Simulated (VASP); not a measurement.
Ge: single point with PBE

The system is Ge, a slab with vacuum.

```
CELL_PARAMETERS angstrom
3.85600 0.00000 0.00000
-1.92800 3.33939 0.00000
0.00000 0.00000 28.00000
ATOMIC_POSITIONS crystal
Ge 0.33333 0.66667 0.50779
Ge 0.66667 0.33333 0.49221
```

* Program: VASP 6.6.1
* Task: single point
* Functional: PBE
* Potentials or basis: VASP PAW PBE potentials, release 64 (Ge_d)
* Cutoff: 520 eV
* k mesh: 12 × 12 × 1
* Occupations: gaussian, width 0.1 eV
* Spin: no spin polarisation
* Dipole correction: yes
* Further INCAR settings: ALGO = Normal; EDIFF = 1e-06; NBANDS = 21

- Largest force: 0.863 eV/Å
- Band gap on the k mesh: zero (filled and empty bands touch)

Forces on the atoms (eV/Å):
```
Ge   0.000  0.000  0.863
Ge   0.000  0.000 -0.863
```

Levels at points of the mesh, in eV from the Fermi level:
| k point | band 10 | band 11 | band 12 | band 13 | band 14 | band 15 | band 16 | band 17 | band 18 | band 19 |
| --- | --- | --- | --- | --- | --- | --- | --- | --- | --- | --- |
| (0.00, 0.00, 0.00) | -24.59 | -12.48 | -3.55 | -0.97 | -0.97 | 0.83 | 2.61 | 3.87 | 3.87 | 4.10 |
| (0.50, 0.00, 0.00) | -24.47 | -10.13 | -8.21 | -2.78 | -1.19 | 0.78 | 1.31 | 5.84 | 6.45 | 7.17 |

Wall time 110 s on 1 thread of AMD EPYC 9R45 96-Core Processor (Zen 5), on a shared host, peak memory 0.45 GiB.
